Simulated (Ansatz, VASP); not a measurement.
# CdTe in VASP and in Ansatz

```xyz
2
Lattice="3.7916 0.0000 0.0000 0.0000 3.7916 0.0000 0.0000 0.0000 3.7916" Properties=species:S:1:pos:R:3 pbc="T T T"
Cd    0.0000    0.0000    0.0000
Te    1.8958    1.8958    1.8958
```

Alike in both runs: task single point; functional PBEsol; k mesh 4 × 4 × 4; occupations gaussian, width 0.05 eV; no spin polarisation.

|  | VASP | Ansatz |
| --- | --- | --- |
| version | VASP 6.6.1 | Ansatz 0.2.0 |
| potentials or method | VASP PAW PBE potentials, release 64 (Cd, Te), cutoff 500 eV | scalar-relativistic, plane waves, PAW |
| valence electrons in the cell | 18 | 36 |

```csv
,VASP,Ansatz,Ansatz less VASP
gap on the k mesh at the Fermi level (eV),none,none,-
pressure (GPa),-2.5,-2.7,-0.15
```

VASP's potentials were made for PBE, not for PBEsol. A gap of «none» marks a metal or a gap that the smearing closes. VASP's potentials hold 18 valence electrons a cell and Ansatz's 36, so a difference there can come from the potentials and not from the codes.

The k mesh is coarse, so the values compare programs but aren't converged. Spin-orbit coupling is off throughout.
